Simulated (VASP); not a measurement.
**CuO: single point with r2SCAN**

CuO:

```xyz
4
Lattice="2.3399 -1.7384 0.0000 2.3399 1.7384 0.0000 -0.7694 0.0000 5.0611" Properties=species:S:1:pos:R:3 pbc="T T T"
Cu    1.1699    0.8692    0.0000
Cu    0.7852   -0.8692    2.5306
O     2.1475   -0.1318    1.2653
O     1.7628    0.1318    3.7959
```

```yaml
Program: VASP 6.6.1
Task: single point
Functional: r2SCAN
Potentials_or_basis: VASP PAW PBE potentials, release 64 (Cu, O)
Cutoff: 520 eV
k_mesh: 8 × 8 × 5
Occupations: gaussian, width 0.1 eV
Spin: collinear spin
Starting_moments: "[0.44, 0.44, 0.0, 0.0] μB"
Fixed_moment: 0.88 μB
Dipole_correction: no
Further_INCAR_settings: ALGO = Normal; EDIFF = 1e-06; NBANDS = 29
```

* Pressure: 2.5 GPa
* Largest force: 0.437 eV/Å
* Net moment: 0.88 μB per cell
* Site moments: Cu +0.29; O +0.14 μB
* Valence electrons inside the program's atomic spheres: Cu 9.95; O 5.01

Forces in eV/Å, atoms in the order of the input:
```
Cu   0.000  0.000  0.000
Cu   0.000  0.000  0.000
O    0.000 -0.437  0.000
O    0.000  0.437  0.000
```

Stress tensor (GPa, compression positive):
```
-1.11  0.00  5.25
 0.00  3.70  0.00
 5.25  0.00  4.95
```

Run time: 9.7 min on 1 thread of Intel(R) Xeon(R) Platinum 8375C CPU @ 2.90GHz (Ice Lake) (shared host), peak memory 0.3 GiB.

Caveat: the PAW data sets were made with another functional, which shifts forces and pressure a little; the total moment is fixed, so each spin has its own Fermi level.
